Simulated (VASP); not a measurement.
# MgSnSb2 (P-4m2) in VASP: further runs

MgSnSb2 is run at these levels: r2SCAN; tasks: single point.

Program: VASP 6.6.1. These are calculated values, not measurements. Logs are shortened: lines on timing, memory, paths and dates and some standing lists are left out, and cuts for length are marked.

### 1 The cell of the first run

Symmetry: P-4m2, No. 115, tetragonal system. Conventional cell: a = 4.691 Å, b = 4.691 Å, c = 6.684 Å, α = 90.00°, β = 90.00°, γ = 90.00°. Within 3.8 Å of Mg (site symmetry -4m2) lie 4 Sb at 2.85 Å. Sb (site symmetry 2mm) has 2 Mg at 2.85 Å and 2 Sn at 2.91 Å within 3.8 Å. Sn (site symmetry -4m2) has 4 Sb at 2.91 Å within 3.8 Å.

### 2 Single point, r2SCAN (36.77 Å³/atom)

POSCAR reads:

```
MgSnSb2
1.0
    4.6907090461      0.0000000000      0.0000000000
    0.0000000000      4.6907090461      0.0000000000
    0.0000000000      0.0000000000      6.6838051040
Mg Sb Sn
1 2 1
Direct
    0.0000000000      0.0000000000      0.0000000000
    0.0000000000      0.5000000000      0.2428810293
    0.5000000000      0.0000000000      0.7571189707
    0.5000000000      0.5000000000      0.5000000000
```

INCAR.step1 reads:

```
PREC = Accurate
ENCUT = 520
ISMEAR = -1
SIGMA = 0.02
LREAL = F
LASPH = T
NELM = 100
NBANDS = 21
GGA = PE
ALGO = Normal
EDIFF = 1E-4
LWAVE = T
LCHARG = F
```

INCAR.step2 reads:

```
PREC = Accurate
ENCUT = 520
EDIFF = 1E-6
ISMEAR = -1
SIGMA = 0.02
LREAL = F
LASPH = T
NELM = 100
ALGO = Normal
ISIF = 2
LWAVE = F
LCHARG = F
METAGGA = R2SCAN
LMIXTAU = T
NBANDS = 21
ISTART = 1
```

KPOINTS reads:

```
regular mesh
0
Gamma
  4 4 4
```

Potentials or basis: VASP PAW PBE potentials, release 64 (Mg, Sb, Sn_d).

Command:

```sh
> cat potpaw_PBE.64/Mg/POTCAR potpaw_PBE.64/Sb/POTCAR potpaw_PBE.64/Sn_d/POTCAR > POTCAR
> cp INCAR.step1 INCAR
> mpirun -np 1 vasp_std > vasp.out
> cp INCAR.step2 INCAR
> mpirun -np 1 vasp_std > vasp.out
```

OUTCAR:

```text
PREC = Accurate
   ENCUT = 520
   EDIFF = 1E-6
   ISMEAR = -1
   LREAL = F
   LASPH = T
   NELM = 100
   ISIF = 2
   METAGGA = R2SCAN
   ISTART = 1

 ion  position               nearest neighbor table
   1  0.000  0.000  0.000-   2 2.85   3 2.85   2 2.85   3 2.85
   2  0.000  0.500  0.243-   1 2.85   1 2.85   4 2.91   4 2.91
   3  0.500  0.000  0.757-   1 2.85   1 2.85   4 2.91   4 2.91
   4  0.500  0.500  0.500-   2 2.91   3 2.91   3 2.91   2 2.91

  LATTYP: Found a simple tetragonal cell.
 ALAT       =     4.6907090461
 C/A-ratio  =     1.4249029386

  Lattice vectors:

 A1 = (   4.6907090461,   0.0000000000,   0.0000000000)
 A2 = (   0.0000000000,   4.6907090461,   0.0000000000)
 A3 = (   0.0000000000,   0.0000000000,   6.6838051040)

Analysis of symmetry for initial positions (statically):
=====================================================================
 Subroutine PRICEL returns:
 Original cell was already a primitive cell.

 Routine SETGRP: Setting up the symmetry group for a
 simple tetragonal supercell.

 Subroutine GETGRP returns: Found  8 space group operations
 (whereof  8 operations were pure point group operations)
 out of a pool of 16 trial point group operations.

The static configuration has the point symmetry D_2d.

Analysis of symmetry for dynamics (positions and initial velocities):
=====================================================================
 Subroutine PRICEL returns:
 Original cell was already a primitive cell.

 Routine SETGRP: Setting up the symmetry group for a
 simple tetragonal supercell.

 Subroutine GETGRP returns: Found  8 space group operations
 (whereof  8 operations were pure point group operations)
 out of a pool of 16 trial point group operations.

The dynamic configuration has the point symmetry D_2d.

 Subroutine INISYM returns: Found  8 space group operations
 (whereof  8 operations are pure point group operations),
 and found     1 'primitive' translations

----------------------------------------------------------------------------------------

                                     Primitive cell

  volume of cell :     147.0621

  direct lattice vectors                    reciprocal lattice vectors
     4.690709046  0.000000000  0.000000000     0.213187386  0.000000000  0.000000000
     0.000000000  4.690709046  0.000000000     0.000000000  0.213187386  0.000000000
     0.000000000  0.000000000  6.683805104     0.000000000  0.000000000  0.149615374

  length of vectors
     4.690709046  4.690709046  6.683805104     0.213187386  0.213187386  0.149615374

  position of ions in fractional coordinates (direct lattice)
     0.000000000  0.000000000  0.000000000
     0.000000000  0.500000000  0.242881029
     0.500000000  0.000000000  0.757118971
     0.500000000  0.500000000  0.500000000

  ion indices of the primitive-cell ions
   primitive index   ion index
                 1           1
                 2           2
                 3           3
                 4           4

----------------------------------------------------------------------------------------

 KPOINTS: regular mesh

Automatic generation of k-mesh.
 Grid dimensions read from file:
 generate k-points for:    4    4    4

 Generating k-lattice:

  Cartesian coordinates                     Fractional coordinates (reciprocal lattice)
     0.053296846  0.000000000  0.000000000     0.250000000  0.000000000  0.000000000
     0.000000000  0.053296846  0.000000000     0.000000000  0.250000000  0.000000000
     0.000000000  0.000000000  0.037403843     0.000000000  0.000000000  0.250000000

  Length of vectors
     0.053296846  0.053296846  0.037403843

  Shift w.r.t. Gamma in fractional coordinates (k-lattice)
     0.000000000  0.000000000  0.000000000

 Subroutine IBZKPT returns following result:
 ===========================================

 Found     18 irreducible k-points:

 Following reciprocal coordinates:
            Coordinates               Weight
  0.000000  0.000000  0.000000      1.000000
  0.250000  0.000000  0.000000      4.000000
  0.500000  0.000000  0.000000      2.000000
  0.250000  0.250000  0.000000      4.000000
  0.500000  0.250000  0.000000      4.000000
  0.500000  0.500000  0.000000      1.000000
[... 10 lines left out ...]
  0.500000  0.250000  0.500000      4.000000
  0.500000  0.500000  0.500000      1.000000
   k-points           NKPTS =     18   k-points in BZ     NKDIM =     18   number of bands    NBANDS=     21
   number of dos      NEDOS =    301   number of ions     NIONS =      4
   total plane-waves  NPLWV =  64800
   dimension x,y,z NGX =    36 NGY =   36 NGZ =   50
   dimension x,y,z NGXF=    72 NGYF=   72 NGZF=  100
   ions per type =               1   2   1
   NGX,Y,Z   is equivalent  to a cutoff of  12.76, 12.76, 12.44 a.u.
   NGXF,Y,Z  is equivalent  to a cutoff of  25.52, 25.52, 24.87 a.u.
 SYSTEM =  unknown system
   PREC   = accura    normal or accurate (medium, high low for compatibility)
   ISTART =      1    job   : 0-new  1-cont  2-samecut
   ICHARG =      0    charge: 1-file 2-atom 10-const
   ISPIN  =      1    spin polarized calculation?
   LNONCOLLINEAR =      F non collinear calculations
   LSORBIT =      F    spin-orbit coupling
   LASPH  =      T    aspherical Exc in radial PAW
   ENCUT  =  520.0 eV  38.22 Ry    6.18 a.u.   8.72  8.72 12.43*2*pi/ulx,y,z
   NELM   =    100;   NELMIN=  2; NELMDL=  0     # of ELM steps
   EDIFF  = 0.1E-05   stopping-criterion for ELM
   LREAL  =      F    real-space projection
[... 7 lines left out ...]
   TEBEG  =    0.0;   TEEND  =   0.0 temperature during run
   PSTRESS=    0.0 pullay stress
   NELECT =      26.0000    total number of electrons
   NUPDOWN=      -1.0000    fix difference up-down
   EMIN   =  10.00;   EMAX   =-10.00  energy-range for DOS
   EFERMI =   0.00;   METHOD = LEGACY
   ISMEAR =    -1;   SIGMA  =   0.02  broadening in eV -4-tet -1-fermi 0-gaus
   EFERMI_NEDOS =   21; number of points for ismear=-14 and -15
   IALGO  =     38    algorithm
   IMIX   =      4    mixing-type and parameters
     AMIX     =   0.40;   BMIX     =  1.00
     AMIX_MAG =   1.60;   BMIX_MAG =  1.00
  volume/ion in A,a.u.               =      36.77       248.11
  Fermi-wavevector in a.u.,A,eV,Ry     =   0.918824  1.736326 11.486551  0.844238
  Thomas-Fermi vector in A             =   2.043949
   LORBIT       =      0    0 simple, 1 ext, 2 COOP (PROOUT), +10 PAW based schemes
   METAGGA = R2SCAN    functional components
   LHFCALC =     F    Hartree Fock is set to
   AEXX    =    0.0000 exact exchange contribution
   IVDW    =     0    specifies the selected vdW correction
   LEPSILON=     F    determine dielectric tensor
   LRPA    =     F    only Hartree local field effects (RPA)
 non-spin polarized calculation
  energy-cutoff  :      520.00
  volume of cell :      147.06
 maximum number of plane-waves:      3985
 NGX is ok and might be reduce to    36
   NGX = 17   NGY = 17   NGZ = 25

 number of electron      25.9999997 magnetization

 Free energy of the ion-electron system (eV)
  ---------------------------------------------------
  ext. energy  EPLUGINS =         0.00000000
  ---------------------------------------------------
  free energy    TOTEN  =       -80.94321319 eV

  energy without entropy =      -80.94169267  energy(sigma->0) =      -80.94245293

 E-fermi :   3.1957     XC(G=0):  -8.4844

 val. band max:        3.0996971196   @ k =   0.2500   0.0000   0.0000
 cond. band min:       3.2101681967   @ k =   0.5000   0.0000   0.5000
 fundamental gap:      0.1104710771
 Fermi energy:         3.1957392909

 k-point     1 :       0.0000    0.0000    0.0000
  band No.  band energies     occupation
      1     -18.9403      2.00000
      2     -18.9403      2.00000
      3     -18.9366      2.00000
      4     -18.9202      2.00000
      5     -18.8952      2.00000
      6      -7.4048      2.00000
[... 13 lines left out ...]
     20       9.7119      0.00000
     21      11.2108      0.00000

 k-point     2 :       0.2500    0.0000    0.0000
  band No.  band energies     occupation
      1     -18.9435      2.00000
      2     -18.9402      2.00000
      3     -18.9328      2.00000
      4     -18.9194      2.00000
      5     -18.8959      2.00000
      6      -7.0955      2.00000
[... 13 lines left out ...]
     20      10.0259      0.00000
     21      10.1783      0.00000

 k-point     3 :       0.5000    0.0000    0.0000
  band No.  band energies     occupation
      1     -18.9457      2.00000
      2     -18.9401      2.00000
      3     -18.9302      2.00000
      4     -18.9182      2.00000
      5     -18.8966      2.00000
      6      -6.5807      2.00000
[... 13 lines left out ...]
     20       9.0724      0.00000
     21       9.1522      0.00000

 k-point     4 :       0.2500    0.2500    0.0000
  band No.  band energies     occupation
      1     -18.9436      2.00000
      2     -18.9429      2.00000
      3     -18.9288      2.00000
      4     -18.9189      2.00000
      5     -18.8966      2.00000
      6      -6.7745      2.00000
[... 13 lines left out ...]
     20       8.5955      0.00000
     21       9.5538      0.00000

 k-point     5 :       0.5000    0.2500    0.0000
  band No.  band energies     occupation
      1     -18.9456      2.00000
      2     -18.9430      2.00000
      3     -18.9258      2.00000
      4     -18.9180      2.00000
      5     -18.8973      2.00000
      6      -6.2153      2.00000
[... 13 lines left out ...]
     20       9.4862      0.00000
     21      10.4884      0.00000
[... 238 lines left out ...]
     20       9.7624      0.00000
     21       9.8720      0.00000

 k-point    16 :       0.2500    0.2500    0.5000
  band No.  band energies     occupation
      1     -18.9436      2.00000
      2     -18.9429      2.00000
      3     -18.9288      2.00000
      4     -18.9189      2.00000
      5     -18.8966      2.00000
      6      -6.5817      2.00000
[... 13 lines left out ...]
     20       8.8417      0.00000
     21       8.9901      0.00000

 k-point    17 :       0.5000    0.2500    0.5000
  band No.  band energies     occupation
      1     -18.9456      2.00000
      2     -18.9431      2.00000
      3     -18.9258      2.00000
      4     -18.9180      2.00000
      5     -18.8973      2.00000
      6      -6.1664      2.00000
[... 13 lines left out ...]
     20       9.1464      0.00000
     21      10.1371      0.00000

 k-point    18 :       0.5000    0.5000    0.5000
  band No.  band energies     occupation
      1     -18.9454      2.00000
      2     -18.9454      2.00000
      3     -18.9222      2.00000
      4     -18.9177      2.00000
      5     -18.8981      2.00000
      6      -5.5498      2.00000
[... 13 lines left out ...]
     20       8.7026      0.00000
     21       9.0885      0.00000

------------------------ aborting loop because EDIFF is reached ----------------------------------------

  FORCE on cell =-STRESS in cart. coord.  units (eV):
  Direction    XX          YY          ZZ          XY          YZ          ZX
  --------------------------------------------------------------------------------------
  -------------------------------------------------------------------------------------
  Total       -1.6663124     -1.6663124     -2.0417912      0.0000000      0.0000000     -0.0000000
  in kB      -18.1537450    -18.1537450    -22.2444229      0.0000000      0.0000000     -0.0000000
  external PRESSURE =     -19.5173043 kB  Pullay stress =       0.0000000 kB

 VOLUME and BASIS-vectors are now :
 -----------------------------------------------------------------------------
  energy-cutoff  :      520.00
  volume of cell :      147.06
      direct lattice vectors                 reciprocal lattice vectors
     4.690709046  0.000000000  0.000000000     0.213187386  0.000000000  0.000000000
     0.000000000  4.690709046  0.000000000     0.000000000  0.213187386  0.000000000
     0.000000000  0.000000000  6.683805104     0.000000000  0.000000000  0.149615374

 POSITION                                       TOTAL-FORCE (eV/Angst)
 -----------------------------------------------------------------------------------
      0.00000      0.00000      0.00000        -0.000000      0.000000      0.000000
      0.00000      2.34535      1.62337        -0.000000      0.000000      0.071317
      2.34535      0.00000      5.06044        -0.000000      0.000000     -0.071317
      2.34535      2.34535      3.34190         0.000000      0.000000      0.000000
 -----------------------------------------------------------------------------------
    total drift:                                0.000000      0.000000      0.000000

  FREE ENERGIE OF THE ION-ELECTRON SYSTEM (eV)
  ---------------------------------------------------
  free  energy   TOTEN  =       -80.9432131874 eV

  energy  without entropy=      -80.9416926673  energy(sigma->0) =      -80.94245293
```

Run time: 4.3 min. Hardware: 1 thread of Intel Xeon 8259CL, shared host; peak memory 0.29 GiB.

What came out:

```
Free energy            : -80.9432 eV
Pressure               : -2.0 GPa
Largest force          : 0.071 eV/Å
Band gap on the k mesh : zero (bands 13 and 14 overlap by 0.01 eV)
```

Forces in eV/Å, atoms in the order of the input:
```
Mg   0.000  0.000  0.000
Sb   0.000  0.000  0.071
Sb   0.000  0.000 -0.071
Sn   0.000  0.000  0.000
```

Stress tensor (GPa, compression positive):
```
-1.82  0.00  0.00
 0.00 -1.82  0.00
 0.00  0.00 -2.22
```

Caveat: semilocal functionals underestimate gaps, and a narrow one can read as zero; the PAW data sets were made with another functional, which shifts forces and pressure a little; spin-orbit coupling is left out, which moves the levels of the heavy elements.

### 3 Single point, r2SCAN

This run uses another cell than the first one, of 34.68 Å³/atom.

POSCAR reads:

```
MgSnSb2
1.0
    4.6004806364      0.0000000000      0.0000000000
    0.0000000000      4.6004806364      0.0000000000
    0.0000000000      0.0000000000      6.5552383777
Mg Sb Sn
1 2 1
Direct
    0.0000000000      0.0000000000      0.0000000000
    0.0000000000      0.5000000000      0.2428810293
    0.5000000000      0.0000000000      0.7571189707
    0.5000000000      0.5000000000      0.5000000000
```

INCAR.step1 reads:

```
SYSTEM = MgSnSb2
ALGO = Normal
EDIFF = 1E-4
ENCUT = 520
GGA = PE
ISMEAR = -1
LASPH = .TRUE.
LCHARG = .FALSE.
LREAL = .FALSE.
LWAVE = .TRUE.
NBANDS = 21
NELM = 80
PREC = Accurate
SIGMA = 0.02
```

INCAR.step2 reads:

```
SYSTEM = MgSnSb2
ALGO = Normal
EDIFF = 1E-6
ENCUT = 520
ISIF = 2
ISMEAR = -1
ISTART = 1
LASPH = .TRUE.
LCHARG = .FALSE.
LMIXTAU = .TRUE.
LREAL = .FALSE.
LWAVE = .FALSE.
METAGGA = R2SCAN
NBANDS = 21
NELM = 80
PREC = Accurate
SIGMA = 0.02
```

KPOINTS reads:

```
k-points
0
G
  6 6 4
  0 0 0
```

Potentials or basis: VASP PAW PBE potentials, release 64 (Mg, Sb, Sn_d).

Command:

```sh
> cat potpaw_PBE.64/Mg/POTCAR potpaw_PBE.64/Sb/POTCAR potpaw_PBE.64/Sn_d/POTCAR > POTCAR
> cp INCAR.step1 INCAR
> mpirun -np 1 vasp_std > vasp.out
> cp INCAR.step2 INCAR
> mpirun -np 1 vasp_std > vasp.out
```

Wall time 5.4 min (1 thread of Intel Xeon 8259CL, shared host); peak memory 0.32 GiB.

It converged, with:

```
Free energy            : -81.0516 eV
Pressure               : 0.0 GPa
Largest force          : 0.022 eV/Å
Band gap on the k mesh : zero (filled and empty bands touch)
```

Forces on the atoms (eV/Å):
```
Mg   0.000  0.000  0.000
Sb   0.000  0.000 -0.022
Sb   0.000  0.000  0.022
Sn   0.000  0.000  0.000
```

Levels at points of the mesh, in eV from the Fermi level:
```csv
k point,band 11,band 12,band 13,band 14,band 15,band 16
"(0.00, 0.00, 0.00)",-0.36,-0.02,-0.01,-0.01,1.33,2.98
"(0.50, 0.00, 0.00)",-2.73,-1.67,-0.42,1.34,3.75,3.76
"(0.50, 0.50, 0.00)",-2.26,-2.26,-1.34,0.61,1.57,1.57
"(0.00, 0.00, 0.50)",-2.00,-0.79,-0.79,1.27,1.31,3.59
"(0.50, 0.00, 0.50)",-1.41,-0.76,-0.38,0.04,2.67,3.14
"(0.50, 0.50, 0.50)",-2.64,-2.64,-2.10,2.80,3.81,3.81
```

Caveat: semilocal functionals underestimate gaps, and a narrow one can read as zero; the PAW data sets were made with another functional, which shifts forces and pressure a little; spin-orbit coupling is left out, which moves the levels of the heavy elements.

The gap in the log of VASP goes by the Fermi energy; the results here count the filled bands.